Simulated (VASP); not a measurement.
# SnSe (F-43m) in VASP: settings compared

The runs below take SnSe through single point, relaxation of cell and atoms, with PBE, PBE-based screened hybrid, PBE0, HSE06.

Program: VASP 6.6.1. These are calculated values, not measurements. Logs are shortened: lines on timing, memory, paths and dates and some standing lists are left out, and cuts for length are marked.

### Step 1. The cell of the first run

It takes space group F-43m (No. 216, cubic). Conventional cell: a = 6.871 Å, b = 6.871 Å, c = 6.871 Å, α = 90.00°, β = 90.00°, γ = 90.00°. Within 3.9 Å of Sn (site symmetry -43m) lie 4 Se at 2.98 Å. Se (site symmetry -43m) has 4 Sn at 2.98 Å within 3.9 Å.

### Step 2. Single point, PBE

Contents of INCAR:

```
PREC = Accurate
ENCUT = 520
EDIFF = 1E-7
ISMEAR = -1
SIGMA = 0.05
LREAL = False
LASPH = True
NELM = 60
ALGO = Normal
ISIF = 2
LWAVE = False
LCHARG = False
GGA = PE
NBANDS = 17
```

Contents of KPOINTS:

```
regular mesh
0
Gamma
  7 7 7
```

Contents of POSCAR:

```
SnSe
1.0
    0.0000000000      3.4354614328      3.4354614328
    3.4354614328      0.0000000000      3.4354614328
    3.4354614328      3.4354614328      0.0000000000
Sn Se
1 1
Direct
    0.0000000000      0.0000000000      0.0000000000
    0.7500000000      0.7500000000      0.7500000000
```

Potentials or basis: VASP PAW PBE potentials, release 64 (Sn_d, Se).

Command:

```bash
> cat potpaw_PBE.64/Sn_d/POTCAR potpaw_PBE.64/Se/POTCAR > POTCAR
> mpirun -np 1 vasp_std > vasp.out
```

OUTCAR:

```text
PREC = Accurate
   ENCUT = 520
   EDIFF = 1E-7
   ISMEAR = -1
   LREAL = False
   LASPH = True
   NELM = 60
   ISIF = 2
   GGA = PE

 ion  position               nearest neighbor table
   1  0.000  0.000  0.000-   2 2.98   2 2.98   2 2.98   2 2.98
   2  0.750  0.750  0.750-   1 2.98   1 2.98   1 2.98   1 2.98

  LATTYP: Found a face centered cubic cell.
 ALAT       =     6.8709228656

  Lattice vectors:

 A1 = (   0.0000000000,   3.4354614328,   3.4354614328)
 A2 = (   3.4354614328,   0.0000000000,   3.4354614328)
 A3 = (   3.4354614328,   3.4354614328,   0.0000000000)

Analysis of symmetry for initial positions (statically):
=====================================================================
 Subroutine PRICEL returns:
 Original cell was already a primitive cell.

 Routine SETGRP: Setting up the symmetry group for a
 face centered cubic supercell.

 Subroutine GETGRP returns: Found 24 space group operations
 (whereof 24 operations were pure point group operations)
 out of a pool of 48 trial point group operations.

The static configuration has the point symmetry T_d .

Analysis of symmetry for dynamics (positions and initial velocities):
=====================================================================
 Subroutine PRICEL returns:
 Original cell was already a primitive cell.

 Routine SETGRP: Setting up the symmetry group for a
 face centered cubic supercell.

 Subroutine GETGRP returns: Found 24 space group operations
 (whereof 24 operations were pure point group operations)
 out of a pool of 48 trial point group operations.

The dynamic configuration has the point symmetry T_d .

 Subroutine INISYM returns: Found 24 space group operations
 (whereof 24 operations are pure point group operations),
 and found     1 'primitive' translations

----------------------------------------------------------------------------------------

                                     Primitive cell

  volume of cell :      81.0933

  direct lattice vectors                    reciprocal lattice vectors
     0.000000000  3.435461433  3.435461433    -0.145540857  0.145540857  0.145540857
     3.435461433  0.000000000  3.435461433     0.145540857 -0.145540857  0.145540857
     3.435461433  3.435461433  0.000000000     0.145540857  0.145540857 -0.145540857

  length of vectors
     4.858476151  4.858476151  4.858476151     0.252084158  0.252084158  0.252084158
[... 71 lines left out ...]
   LNONCOLLINEAR =      F non collinear calculations
   LSORBIT =      F    spin-orbit coupling
   LASPH  =      T    aspherical Exc in radial PAW
   ENCUT  =  520.0 eV  38.22 Ry    6.18 a.u.   9.03  9.03  9.03*2*pi/ulx,y,z
   NELM   =     60;   NELMIN=  2; NELMDL= -5     # of ELM steps
   EDIFF  = 0.1E-06   stopping-criterion for ELM
   LREAL  =      F    real-space projection
   EDIFFG = 0.1E-05   stopping-criterion for IOM
   NSW    =      0    number of steps for IOM
   IBRION =     -1    ionic relax: 0-MD 1-quasi-New 2-CG
   NFREE  =      0    steps in history (QN), initial steepest desc. (CG)
   ISIF   =      2    stress and relaxation
   ISYM   =      2    0-nonsym 1-usesym 2-fastsym
   POTIM  = 0.5000    time-step for ionic-motion
   TEBEG  =    0.0;   TEEND  =   0.0 temperature during run
   PSTRESS=    0.0 pullay stress
   NELECT =      20.0000    total number of electrons
   NUPDOWN=      -1.0000    fix difference up-down
   EMIN   =  10.00;   EMAX   =-10.00  energy-range for DOS
   EFERMI =   0.00;   METHOD = LEGACY
   ISMEAR =    -1;   SIGMA  =   0.05  broadening in eV -4-tet -1-fermi 0-gaus
   EFERMI_NEDOS =   21; number of points for ismear=-14 and -15
   IALGO  =     38    algorithm
   IMIX   =      4    mixing-type and parameters
     AMIX     =   0.40;   BMIX     =  1.00
     AMIX_MAG =   1.60;   BMIX_MAG =  1.00
  volume/ion in A,a.u.               =      40.55       273.62
  Fermi-wavevector in a.u.,A,eV,Ry     =   1.026652  1.940090 14.340724  1.054014
  Thomas-Fermi vector in A             =   2.160556
   LORBIT       =      0    0 simple, 1 ext, 2 COOP (PROOUT), +10 PAW based schemes
   GGA     = PE    functional components
   LHFCALC =     F    Hartree Fock is set to
   AEXX    =    0.0000 exact exchange contribution
   IVDW    =     0    specifies the selected vdW correction
   LEPSILON=     F    determine dielectric tensor
   LRPA    =     F    only Hartree local field effects (RPA)
 non-spin polarized calculation
  energy-cutoff  :      520.00
  volume of cell :       81.09
 maximum number of plane-waves:      2197
   NGX = 19   NGY = 19   NGZ = 19

 number of electron      19.9999991 magnetization

 Free energy of the ion-electron system (eV)
  ---------------------------------------------------
  ext. energy  EPLUGINS =         0.00000000
  ---------------------------------------------------
  free energy    TOTEN  =        -7.74383090 eV

  energy without entropy =       -7.74315427  energy(sigma->0) =       -7.74349258

 E-fermi :   2.4816     XC(G=0):  -7.5743

 val. band max:        2.2415648965   @ k =  -0.2857   0.4286   0.1429
 cond. band min:       2.6446027967   @ k =   0.4286   0.4286   0.0000
 fundamental gap:      0.4030379002
 Fermi energy:         2.4815749371

 k-point     1 :       0.0000    0.0000    0.0000
  band No.  band energies     occupation
      1     -19.3015      2.00000
      2     -19.3015      2.00000
      3     -19.3015      2.00000
      4     -19.2934      2.00000
      5     -19.2934      2.00000
      6     -10.4612      2.00000
[... 377 lines left out ...]
      4     -19.2938      2.00000
      5     -19.2925      2.00000
      6      -9.9394      2.00000
[... 9 lines left out ...]
     16      10.6065      0.00000
     17      12.0585      0.00000

------------------------ aborting loop because EDIFF is reached ----------------------------------------

  FORCE on cell =-STRESS in cart. coord.  units (eV):
  Direction    XX          YY          ZZ          XY          YZ          ZX
  --------------------------------------------------------------------------------------
  -------------------------------------------------------------------------------------
  Total       -0.5818170     -0.5818170     -0.5818170     -0.0000000     -0.0000000      0.0000000
  in kB      -11.4950736    -11.4950736    -11.4950736     -0.0000000     -0.0000000      0.0000000
  external PRESSURE =     -11.4950736 kB  Pullay stress =       0.0000000 kB

 VOLUME and BASIS-vectors are now :
 -----------------------------------------------------------------------------
  energy-cutoff  :      520.00
  volume of cell :       81.09
      direct lattice vectors                 reciprocal lattice vectors
     0.000000000  3.435461433  3.435461433    -0.145540857  0.145540857  0.145540857
     3.435461433  0.000000000  3.435461433     0.145540857 -0.145540857  0.145540857
     3.435461433  3.435461433  0.000000000     0.145540857  0.145540857 -0.145540857

 POSITION                                       TOTAL-FORCE (eV/Angst)
 -----------------------------------------------------------------------------------
      0.00000      0.00000      0.00000        -0.000000      0.000000      0.000000
      5.15319      5.15319      5.15319         0.000000     -0.000000     -0.000000
 -----------------------------------------------------------------------------------
    total drift:                                0.000000      0.000000     -0.000000

  FREE ENERGIE OF THE ION-ELECTRON SYSTEM (eV)
  ---------------------------------------------------
  free  energy   TOTEN  =        -7.7438308959 eV

  energy  without entropy=       -7.7431542681  energy(sigma->0) =       -7.74349258
```

OSZICAR:

```text
N       E                     dE             d eps       ncg     rms          rms(c)
DAV:   1     0.133329342049E+03    0.13333E+03   -0.94889E+03   689   0.128E+03
DAV:   2     0.595093244448E+01   -0.12738E+03   -0.12336E+03   730   0.320E+02
DAV:   3    -0.772675029299E+01   -0.13678E+02   -0.13440E+02   810   0.960E+01
DAV:   4    -0.811190485028E+01   -0.38515E+00   -0.38491E+00   773   0.179E+01
DAV:   5    -0.812450092385E+01   -0.12596E-01   -0.12596E-01   940   0.315E+00    0.314E+00
DAV:   6    -0.773961479041E+01    0.38489E+00   -0.11333E+00   976   0.477E+00    0.184E+00
DAV:   7    -0.773975856455E+01   -0.14377E-03   -0.11574E-01   718   0.142E+00    0.986E-01
DAV:   8    -0.774301228980E+01   -0.32537E-02   -0.14404E-02   792   0.106E+00    0.127E-01
DAV:   9    -0.774319745275E+01   -0.18516E-03   -0.38492E-03   805   0.382E-01    0.932E-02
DAV:  10    -0.774370865350E+01   -0.51120E-03   -0.68710E-04   735   0.160E-01    0.246E-02
DAV:  11    -0.774381822321E+01   -0.10957E-03   -0.11832E-04   775   0.632E-02    0.786E-03
DAV:  12    -0.774382857580E+01   -0.10353E-04   -0.13205E-05   746   0.356E-02    0.264E-03
DAV:  13    -0.774383082635E+01   -0.22505E-05   -0.36863E-06   759   0.920E-03    0.190E-03
DAV:  14    -0.774383089589E+01   -0.69541E-07   -0.43816E-07   768   0.444E-03
   1 F= -.77438309E+01 E0= -.77434926E+01  d E =-.676628E-03
```

Run time: 15 s. Hardware: 1 thread of Intel Xeon 6975P-C (Granite Rapids), shared host; peak memory 0.2 GiB.

Results:

- Free energy: -7.7438 eV
- Pressure: -1.1 GPa
- Band gap on the k mesh: 0.40 eV, indirect (least direct gap 0.80 eV)

Caveat: spin-orbit coupling is left out, which moves the levels of the heavy elements. A k mesh can miss the band edges.

### Step 3. Relaxation of cell and atoms, PBE-based screened hybrid

This run uses another cell than the first one, of 38.99 Å³/atom, 0.962 times its volume.

Contents of POSCAR:

```
SnSe
1.0
    0.0000000000      3.3908400000      3.3908400000
    3.3908400000      0.0000000000      3.3908400000
    3.3908400000      3.3908400000      0.0000000000
Sn Se
1 1
Direct
    0.0000000000      0.0000000000      0.0000000000
    0.7500000000      0.7500000000      0.7500000000
```

Contents of INCAR.step1:

```
  ALGO = Normal
  EDIFF = 1E-5
  ENCUT = 600
  GGA = PE
  ISMEAR = -1
  LASPH = T
  LCHARG = F
  LREAL = F
  LWAVE = T
  NBANDS = 17
  NELM = 80
  PREC = Accurate
  SIGMA = 0.05
```

Contents of INCAR.step2:

```
  AEXX = 0.25
  ALGO = Normal
  EDIFF = 1E-6
  EDIFFG = -0.01
  ENCUT = 600
  GGA = PE
  HFSCREEN = 0.3
  IBRION = 2
  ISIF = 3
  ISMEAR = -1
  ISTART = 1
  LASPH = T
  LCHARG = F
  LHFCALC = T
  LREAL = F
  LWAVE = F
  NELM = 80
  NSW = 60
  PREC = Accurate
  PRECFOCK = Normal
  SIGMA = 0.05
```

Contents of KPOINTS:

```
k-points
0
Gamma
  4 4 4
```

Potentials or basis: VASP PAW PBE potentials, release 64 (Sn_d, Se).

Command:

```bash
> cat potpaw_PBE.64/Sn_d/POTCAR potpaw_PBE.64/Se/POTCAR > POTCAR
> cp INCAR.step1 INCAR
> mpirun -np 1 vasp_std > vasp.out
> cp INCAR.step2 INCAR
> mpirun -np 1 vasp_std > vasp.out
```

Run time: 36 min. Hardware: 1 thread of AMD EPYC 7R43 (Zen 3), shared host; peak memory 0.33 GiB.

Results (log left out):

| Property | Result |
| --- | --- |
| Free energy | -8.9120 eV |
| Relaxed volume | 38.05 Å³/atom |
| Relaxed cell | a = 4.757 Å, b = 4.757 Å, c = 4.757 Å, α = 60.00°, β = 60.00°, γ = 60.00° |
| Space group after relaxing (to 0.05 Å) | F-43m (No. 216) |
| Energy gained by relaxing | 2.1 meV/atom |
| Ionic steps | 2 |
| Pressure after relaxing | 0.0 GPa |
| Band gap on the k mesh | 0.20 eV, indirect (least direct gap 0.91 eV) |

The path:
```
step  energy change (eV)  largest force (eV/Å)  pressure (GPa)  volume (Å³)
   1              0.0000                0.0000           -0.69        77.97
   2             -0.0041                0.0000            0.02        76.10
```

Final structure:
```
CELL_PARAMETERS angstrom
0.00000 3.36342 3.36342
3.36342 0.00000 3.36342
3.36342 3.36342 0.00000
ATOMIC_POSITIONS crystal
Sn 0.00000 0.00000 0.00000
Se 0.75000 0.75000 0.75000
```

Levels at points of the mesh, in eV from the valence-band top:
```csv
k point,band 6,band 7,band 8,band 9,band 10,band 11,band 12,band 13,band 14
"(0.00, 0.00, 0.00)",-14.62,-5.67,-2.66,-2.66,-2.66,1.76,1.76,1.76,5.13
"(0.50, 0.00, 0.00)",-14.11,-7.86,-3.21,-3.21,-2.34,2.55,2.55,3.72,6.68
"(0.50, 0.50, 0.00)",-13.92,-8.16,-3.94,-3.94,-0.72,0.20,4.85,4.85,5.95
```

Caveat: the PAW data sets were made with another functional, which shifts forces and pressure a little; spin-orbit coupling is left out, which moves the levels of the heavy elements. A k mesh can miss the band edges.

### Step 4. Single point, PBE0, non-collinear spin, zero start, spin-orbit coupling

This run uses another cell than the first one, of 38.99 Å³/atom, 0.962 times its volume.

POSCAR is that of step 3.

Contents of INCAR.step1:

```
SYSTEM = SnSe
ALGO     = Normal         ! electronic algorithm
EDIFF    = 1E-5           ! SCF threshold, eV
ENCUT    = 520            ! plane-wave cutoff, eV
GGA      = PE             ! functional
GGA_COMPAT= .False.      
ISIF     = 2              ! what is computed and relaxed
ISMEAR   = -1             ! smearing method
LASPH    = .True.         ! aspherical terms in the spheres
LCHARG   = .False.        ! write CHGCAR
LORBIT   = 11             ! projections on sites
LORBMOM  = .True.       
LREAL    = .False.        ! projectors in reciprocal space
LSORBIT  = .True.         ! spin-orbit coupling
LWAVE    = .True.         ! write WAVECAR
MAGMOM   = 0 0 0 0 0 0    ! initial moments
NBANDS   = 32             ! bands
NELM     = 150            ! most SCF steps
PREC     = Accurate       ! precision mode
SIGMA    = 0.05           ! smearing width, eV
```

Contents of INCAR.step2:

```
SYSTEM = SnSe
AEXX     = 0.25           ! exact-exchange fraction
ALGO     = Normal         ! electronic algorithm
EDIFF    = 1E-6           ! SCF threshold, eV
ENCUT    = 520            ! plane-wave cutoff, eV
GGA      = PE             ! functional
GGA_COMPAT= .False.      
ISIF     = 2              ! what is computed and relaxed
ISMEAR   = -1             ! smearing method
ISTART   = 1            
LASPH    = .True.         ! aspherical terms in the spheres
LCHARG   = .False.        ! write CHGCAR
LHFCALC  = .True.         ! exact exchange
LORBIT   = 11             ! projections on sites
LORBMOM  = .True.       
LREAL    = .False.        ! projectors in reciprocal space
LSORBIT  = .True.         ! spin-orbit coupling
LWAVE    = .False.        ! write WAVECAR
MAGMOM   = 0 0 0 0 0 0    ! initial moments
NBANDS   = 32             ! bands
NELM     = 150            ! most SCF steps
PREC     = Accurate       ! precision mode
PRECFOCK = Normal       
SIGMA    = 0.05           ! smearing width, eV
```

Contents of KPOINTS:

```
k-points
0
Gamma
  3 3 3
  0 0 0
```

Command:

```bash
> cat potpaw_PBE.64/Sn_d/POTCAR potpaw_PBE.64/Se/POTCAR > POTCAR
> cp INCAR.step1 INCAR
> mpirun -np 1 vasp_ncl > vasp.out
> cp INCAR.step2 INCAR
> mpirun -np 1 vasp_ncl > vasp.out
```

Run time: 19 min. Hardware: 1 thread of Intel Xeon 6975P-C (Granite Rapids), shared host; peak memory 0.4 GiB.

It converged, with:

* Free energy: -10.4298 eV
* Pressure: -1.6 GPa
* Net moment: 0.00 μB per cell
* Valence electrons inside the program's atomic spheres: Sn 12.05; Se 3.83

Moments on the atoms (μB; x, y, z):
```
Sn  0.00 0.00 0.00
Se  0.00 0.00 0.00
```

Caveat: the k points lie up to 0.53 Å⁻¹ apart; the PAW data sets were made with another functional, which shifts forces and pressure a little.

### Step 5. Single point, HSE06, non-collinear spin, zero start, spin-orbit coupling

This run uses another cell than the first one, of 38.99 Å³/atom, 0.962 times its volume.

POSCAR is that of step 4.

Contents of INCAR.step1:

```
PREC = Accurate ; ENCUT = 520
EDIFF = 1E-5 ; ISMEAR = -1
SIGMA = 0.05 ; LREAL = False
LASPH = True ; NELM = 150
ALGO = Normal ; ISIF = 2
LWAVE = True ; LCHARG = False
MAGMOM = 0 0 0 0 0 0 ; LORBIT = 11
LSORBIT = True ; GGA_COMPAT = False
LORBMOM = True ; NBANDS = 32
GGA = PE
```

Contents of INCAR.step2:

```
PREC = Accurate ; ENCUT = 520
EDIFF = 1E-6 ; ISMEAR = -1
SIGMA = 0.05 ; LREAL = False
LASPH = True ; NELM = 150
ALGO = Normal ; ISIF = 2
LWAVE = False ; LCHARG = False
MAGMOM = 0 0 0 0 0 0 ; LORBIT = 11
LSORBIT = True ; GGA_COMPAT = False
LORBMOM = True ; GGA = PE
LHFCALC = True ; HFSCREEN = 0.2079
PRECFOCK = Normal ; NBANDS = 32
ISTART = 1
```

Contents of KPOINTS:

```
Automatic mesh
0
Gamma
  3 3 3
```

Command:

```bash
> cat potpaw_PBE.64/Sn_d/POTCAR potpaw_PBE.64/Se/POTCAR > POTCAR
> cp INCAR.step1 INCAR
> mpirun -np 1 vasp_ncl > vasp.out
> cp INCAR.step2 INCAR
> mpirun -np 1 vasp_ncl > vasp.out
```

Run time: 14 min. Hardware: 1 thread of Intel Xeon 6975P-C (Granite Rapids), shared host; peak memory 0.51 GiB.

It converged, with:

```
Free energy                                           : -9.3624 eV
Pressure                                              : -1.4 GPa
Net moment                                            : 0.00 μB per cell
Valence electrons inside the program's atomic spheres : Sn 12.05; Se 3.84
```

Moments on the atoms (μB; x, y, z):
```
Sn  0.00 0.00 0.00
Se  0.00 0.00 0.00
```

Caveat: the k points lie up to 0.53 Å⁻¹ apart; the PAW data sets were made with another functional, which shifts forces and pressure a little.

### Step 6. Summary

| task | level | spin | cell | k mesh | cutoff (eV) | grid for exact exchange (PRECFOCK) | share of exact exchange | screening parameter | gap on the mesh (eV) | pressure (GPa) | moment (μB) |
| --- | --- | --- | --- | --- | --- | --- | --- | --- | --- | --- | --- |
| single point | PBE | off | a = 4.858 Å, angles 60.0°, 2 atoms | 7 × 7 × 7 | 520 | - | - | - | 0.40 | -1.1 | - |
| relaxation of cell and atoms | PBE-based screened hybrid | off | relaxed from a = 4.795 Å, angles 60.0°, 2 atoms | 4 × 4 × 4 | 600 | Normal | 0.25 | 0.3 1/Å | 0.20 | 0.0 | - |
| single point | PBE0 | non-collinear, zero start, SOC | a = 4.795 Å, angles 60.0°, 2 atoms | 3 × 3 × 3 | 520 | Normal | - | - | - | -1.6 | 0.00 |
| single point | HSE06 | non-collinear, zero start, SOC | a = 4.795 Å, angles 60.0°, 2 atoms | 3 × 3 × 3 | 520 | Normal | - | 0.2079 1/Å | - | -1.4 | 0.00 |

Alike in all rows: potentials or basis VASP PAW PBE potentials, release 64 (Sn_d, Se); smearing fermi-dirac 0.05 eV.

Caveats: some runs use coarse meshes; the PAW data sets were made with another functional, which shifts forces and pressure a little (some runs); spin-orbit coupling is left out, which moves the levels of the heavy elements (some runs).

Total energies depend on the potentials used, so only differences within one code and one set of settings carry meaning.
